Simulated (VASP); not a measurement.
# GaP (R-3m) in VASP: a series of runs

Runs on GaP. Level: PBEsol. Tasks: single point.

Everything below comes from runs of VASP 6.6.1. Logs are shortened: lines on timing, memory, paths and dates and some standing lists are left out, and cuts for length are marked.

## Step 1: The cell of the first run

Symmetry: R-3m, No. 166, trigonal system. The conventional cell has a = 3.987 Å, b = 3.987 Å, c = 19.794 Å, α = 90.00°, β = 90.00°, γ = 120.00°. Within 3.3 Å of Ga (site symmetry 3m) lie 3 P at 2.47 Å and 1 Ga at 2.56 Å. P (site symmetry 3m) has 1 P at 2.27 Å and 3 Ga at 2.47 Å within 3.0 Å.

## Step 2: Single point, PBEsol

The input, INCAR:

```
PREC = Accurate
ENCUT = 520
EDIFF = 1E-6
ISMEAR = 0
SIGMA = 0.01
LREAL = F
LASPH = T
NELM = 60
ALGO = Normal
ISIF = 2
LWAVE = F
LCHARG = F
GGA = PS
NBANDS = 26
```

The input, KPOINTS:

```
regular mesh
0
Gamma
  6 6 6
```

The input, POSCAR:

```
GaP
1.0
    1.9935053484      1.1509506102      6.5979182506
   -1.9935053484      1.1509506102      6.5979182506
    0.0000000000     -2.3019022464      6.5979182506
Ga P
2 2
Direct
    0.4353720000      0.4353720000      0.4353720000
    0.5646280000      0.5646280000      0.5646280000
    0.0573890000      0.0573890000      0.0573890000
    0.9426110000      0.9426110000      0.9426110000
```

Potentials or basis: VASP PAW PBE potentials, release 64 (Ga_d, P).

Run with:

```
$ cat potpaw_PBE.64/Ga_d/POTCAR potpaw_PBE.64/P/POTCAR > POTCAR
$ mpirun -np 1 vasp_std > vasp.out
```

OUTCAR:

```text
PREC = Accurate
   ENCUT = 520
   EDIFF = 1E-6
   ISMEAR = 0
   LREAL = F
   LASPH = T
   NELM = 60
   ISIF = 2
   GGA = PS

 ion  position               nearest neighbor table
   1  0.435  0.435  0.435-   3 2.47   3 2.47   3 2.47   2 2.56
   2  0.565  0.565  0.565-   4 2.47   4 2.47   4 2.47   1 2.56
   3  0.057  0.057  0.057-   4 2.27   1 2.47   1 2.47   1 2.47
   4  0.943  0.943  0.943-   3 2.27   2 2.47   2 2.47   2 2.47

  LATTYP: Found a trigonal (rhomboedric) cell.
 ALAT       =     6.9879379020
 COS(alpha) =     0.8372328435

  Lattice vectors:

 A1 = (   1.9935053484,   1.1509506102,   6.5979182506)
 A2 = (  -1.9935053484,   1.1509506102,   6.5979182506)
 A3 = (   0.0000000000,  -2.3019022464,   6.5979182506)

Analysis of symmetry for initial positions (statically):
=====================================================================
 Subroutine PRICEL returns:
 Original cell was already a primitive cell.

 Routine SETGRP: Setting up the symmetry group for a
 trigonal (rhombohedral) supercell.

 Subroutine GETGRP returns: Found 12 space group operations
 (whereof 12 operations were pure point group operations)
 out of a pool of 12 trial point group operations.

The static configuration has the point symmetry D_3d.

Analysis of symmetry for dynamics (positions and initial velocities):
=====================================================================
 Subroutine PRICEL returns:
 Original cell was already a primitive cell.

 Routine SETGRP: Setting up the symmetry group for a
 trigonal (rhombohedral) supercell.

 Subroutine GETGRP returns: Found 12 space group operations
 (whereof 12 operations were pure point group operations)
 out of a pool of 12 trial point group operations.

The dynamic configuration has the point symmetry D_3d.

 Subroutine INISYM returns: Found 12 space group operations
 (whereof 12 operations are pure point group operations),
 and found     1 'primitive' translations

----------------------------------------------------------------------------------------

                                     Primitive cell

  volume of cell :      90.8306

  direct lattice vectors                    reciprocal lattice vectors
     1.993505348  1.150950610  6.597918251     0.250814476  0.144807793  0.050520993
    -1.993505348  1.150950610  6.597918251    -0.250814476  0.144807793  0.050520993
[... 82 lines left out ...]
   ICHARG =      2    charge: 1-file 2-atom 10-const
   ISPIN  =      1    spin polarized calculation?
   LNONCOLLINEAR =      F non collinear calculations
   LSORBIT =      F    spin-orbit coupling
   LASPH  =      T    aspherical Exc in radial PAW
   ENCUT  =  520.0 eV  38.22 Ry    6.18 a.u.  12.99 12.99 12.99*2*pi/ulx,y,z
   NELM   =     60;   NELMIN=  2; NELMDL= -5     # of ELM steps
   EDIFF  = 0.1E-05   stopping-criterion for ELM
   LREAL  =      F    real-space projection
   EDIFFG = 0.1E-04   stopping-criterion for IOM
   NSW    =      0    number of steps for IOM
   IBRION =     -1    ionic relax: 0-MD 1-quasi-New 2-CG
   NFREE  =      0    steps in history (QN), initial steepest desc. (CG)
   ISIF   =      2    stress and relaxation
   ISYM   =      2    0-nonsym 1-usesym 2-fastsym
   POTIM  = 0.5000    time-step for ionic-motion
   TEBEG  =    0.0;   TEEND  =   0.0 temperature during run
   PSTRESS=    0.0 pullay stress
   NELECT =      36.0000    total number of electrons
   NUPDOWN=      -1.0000    fix difference up-down
   EMIN   =  10.00;   EMAX   =-10.00  energy-range for DOS
   EFERMI =   0.00;   METHOD = LEGACY
   ISMEAR =     0;   SIGMA  =   0.01  broadening in eV -4-tet -1-fermi 0-gaus
   EFERMI_NEDOS =   21; number of points for ismear=-14 and -15
   IALGO  =     38    algorithm
   IMIX   =      4    mixing-type and parameters
     AMIX     =   0.40;   BMIX     =  1.00
     AMIX_MAG =   1.60;   BMIX_MAG =  1.00
  volume/ion in A,a.u.               =      22.71       153.24
  Fermi-wavevector in a.u.,A,eV,Ry     =   1.202536  2.272464 19.675297  1.446094
  Thomas-Fermi vector in A             =   2.338315
   LORBIT       =      0    0 simple, 1 ext, 2 COOP (PROOUT), +10 PAW based schemes
   GGA     = PS    functional components
   LHFCALC =     F    Hartree Fock is set to
   AEXX    =    0.0000 exact exchange contribution
   IVDW    =     0    specifies the selected vdW correction
   LEPSILON=     F    determine dielectric tensor
   LRPA    =     F    only Hartree local field effects (RPA)
 non-spin polarized calculation
 Gauss-broadening in eV      SIGMA  =   0.01
  energy-cutoff  :      520.00
  volume of cell :       90.83
 maximum number of plane-waves:      2470
 NGX is ok and might be reduce to    54
   NGX = 25   NGY = 25   NGZ = 25

 number of electron      35.9999994 magnetization

 Free energy of the ion-electron system (eV)
  ---------------------------------------------------
  ext. energy  EPLUGINS =         0.00000000
  ---------------------------------------------------
  free energy    TOTEN  =       -19.07130047 eV

  energy without entropy =      -19.07130047  energy(sigma->0) =      -19.07130047

 E-fermi :   3.8822     XC(G=0):  -9.5113

 val. band max:        3.8071696681   @ k =   0.0000   0.0000   0.0000
 cond. band min:       4.4857653771   @ k =   0.5000   0.5000   0.0000
 fundamental gap:      0.6785957090
 Fermi energy:         3.8822159695

 k-point     1 :       0.0000    0.0000    0.0000
  band No.  band energies     occupation
      1     -10.8309      2.00000
      2     -10.7252      2.00000
      3     -10.7252      2.00000
      4     -10.7140      2.00000
      5     -10.7140      2.00000
      6     -10.6731      2.00000
[... 685 lines left out ...]
     25      11.1421      0.00000
     26      11.2570      0.00000

 [... further k-points ...]
[... 5 lines left out ...]
  --------------------------------------------------------------------------------------
  -------------------------------------------------------------------------------------
  Total       -3.8867974     -3.8867981     -4.2657665     -0.0000000      0.0000002      0.0000000
  in kB      -68.5598863    -68.5598986    -75.2445871     -0.0000000      0.0000039      0.0000000
  external PRESSURE =     -70.7881240 kB  Pullay stress =       0.0000000 kB

 VOLUME and BASIS-vectors are now :
 -----------------------------------------------------------------------------
  energy-cutoff  :      520.00
  volume of cell :       90.83
      direct lattice vectors                 reciprocal lattice vectors
     1.993505348  1.150950610  6.597918251     0.250814476  0.144807793  0.050520993
    -1.993505348  1.150950610  6.597918251    -0.250814476  0.144807793  0.050520993
     0.000000000 -2.301902246  6.597918251     0.000000000 -0.289615585  0.050520971

 POSITION                                       TOTAL-FORCE (eV/Angst)
 -----------------------------------------------------------------------------------
      0.00000     -0.00000      8.61765         0.000000      0.000000     -0.055093
      0.00000     -0.00000     11.17611         0.000000     -0.000000      0.055093
      0.00000     -0.00000      1.13594         0.000000      0.000000     -0.090325
      0.00000     -0.00000     18.65781         0.000000     -0.000000      0.090325
 -----------------------------------------------------------------------------------
    total drift:                                0.000000      0.000000      0.000000

  FREE ENERGIE OF THE ION-ELECTRON SYSTEM (eV)
  ---------------------------------------------------
  free  energy   TOTEN  =       -19.0713004716 eV

  energy  without entropy=      -19.0713004716  energy(sigma->0) =      -19.07130047
```

stdout:

```text
POSCAR found type information on POSCAR GaP
 POSCAR found :  2 types and       4 ions
 scaLAPACK will be used
 -----------------------------------------------------------------------------
|                                                                             |
|                                                                             |
|     You enforced a specific xc type in the INCAR file but a different       |
|     I HOPE YOU KNOW WHAT YOU ARE DOING!                                     |
|                                                                             |
 -----------------------------------------------------------------------------

 LDA part: xc-table for (Slater+PW92), standard interpolation
 POSCAR, INCAR and KPOINTS ok, starting setup
 FFT: planning ... GRIDC
 FFT: planning ... GRID_SOFT
 FFT: planning ... GRID
 WAVECAR not read
 entering main loop
```

It took 1.7 min on 1 thread of Intel Xeon 6975P-C (Granite Rapids), shared host; peak memory 0.4 GiB.

Results:

```
Free energy            : -19.0713 eV
Pressure               : -7.1 GPa
Largest force          : 0.090 eV/Å
Band gap on the k mesh : 0.68 eV, indirect (least direct gap 0.81 eV)
```

Forces on the atoms (eV/Å):
```
Ga   0.000  0.000 -0.055
Ga   0.000  0.000  0.055
P    0.000  0.000 -0.090
P    0.000  0.000  0.090
```

Levels at points of the mesh, in eV from the valence-band top:
```tsv
k point	band 16	band 17	band 18	band 19	band 20	band 21
(0.00, 0.00, 0.00)	-0.32	0.00	0.00	0.81	0.95	2.66
(0.50, 0.00, 0.00)	-2.60	-2.49	-1.58	1.55	2.64	3.34
(0.50, 0.50, 0.00)	-2.85	-1.10	-0.45	0.68	1.36	1.52
(0.50, 0.50, 0.50)	-1.57	-0.22	-0.22	0.83	2.06	3.78
```

Caveat: the PAW data sets were made with another functional, which shifts forces and pressure a little.

## Step 3: Single point, PBEsol

This run uses another cell than the first one, of 23.55 Å³/atom, 1.037 times its volume.

The input, INCAR:

```
PREC     = Accurate       # precision mode
ENCUT    = 520            # plane-wave cutoff, eV
EDIFF    = 1E-6           # SCF threshold, eV
ISMEAR   = 0              # smearing method
SIGMA    = 0.01           # smearing width, eV
LREAL    = False          # projectors in reciprocal space
LASPH    = True           # aspherical terms in the spheres
NELM     = 100            # most SCF steps
ALGO     = Normal         # electronic algorithm
ISIF     = 2              # what is computed and relaxed
LWAVE    = False          # write WAVECAR
LCHARG   = False          # write CHGCAR
GGA      = PS             # functional
NBANDS   = 26             # bands
```

The input, KPOINTS:

```
Automatic mesh
0
Gamma
  6 6 6
```

The input, POSCAR:

```
GaP
1.0
    2.0178187855      1.1649879767      6.6783885990
   -2.0178187855      1.1649879767      6.6783885990
    0.0000000000     -2.3299769919      6.6783885990
Ga P
2 2
Direct
    0.4353720000      0.4353720000      0.4353720000
    0.5646280000      0.5646280000      0.5646280000
    0.0573890000      0.0573890000      0.0573890000
    0.9426110000      0.9426110000      0.9426110000
```

Potentials or basis: VASP PAW PBE potentials, release 64 (Ga_d, P).

Run with:

```
$ cat potpaw_PBE.64/Ga_d/POTCAR potpaw_PBE.64/P/POTCAR > POTCAR
$ mpirun -np 1 vasp_std > vasp.out
```

Wall time 2.2 min (1 thread of Intel Xeon 6975P-C (Granite Rapids), shared host); peak memory 0.4 GiB.

The run converged. Its results:

```yaml
Free_energy: -18.9073 eV
Pressure: -8.5 GPa
Largest_force: 0.163 eV/Å
Band_gap_on_the_k_mesh: 0.52 eV, direct
```

Forces on the atoms (eV/Å):
```
Ga   0.000  0.000 -0.100
Ga   0.000  0.000  0.100
P    0.000  0.000 -0.163
P    0.000  0.000  0.163
```

Stress tensor (GPa, compression positive):
```
-8.20  0.00  0.00
 0.00 -8.20  0.00
 0.00  0.00 -9.23
```

Levels at points of the mesh, in eV from the valence-band top:
| k point | band 15 | band 16 | band 17 | band 18 | band 19 | band 20 | band 21 | band 22 |
| --- | --- | --- | --- | --- | --- | --- | --- | --- |
| (0.00, 0.00, 0.00) | -1.59 | -0.37 | 0.00 | 0.00 | 0.52 | 0.94 | 2.63 | 3.57 |
| (0.50, 0.00, 0.00) | -3.99 | -2.50 | -2.40 | -1.51 | 1.54 | 2.65 | 3.23 | 4.26 |
| (0.50, 0.50, 0.00) | -3.41 | -2.73 | -1.05 | -0.43 | 0.63 | 1.34 | 1.58 | 3.92 |
| (0.50, 0.50, 0.50) | -1.51 | -1.51 | -0.21 | -0.21 | 0.72 | 1.96 | 3.77 | 3.77 |

Caveat: the PAW data sets were made with another functional, which shifts forces and pressure a little.
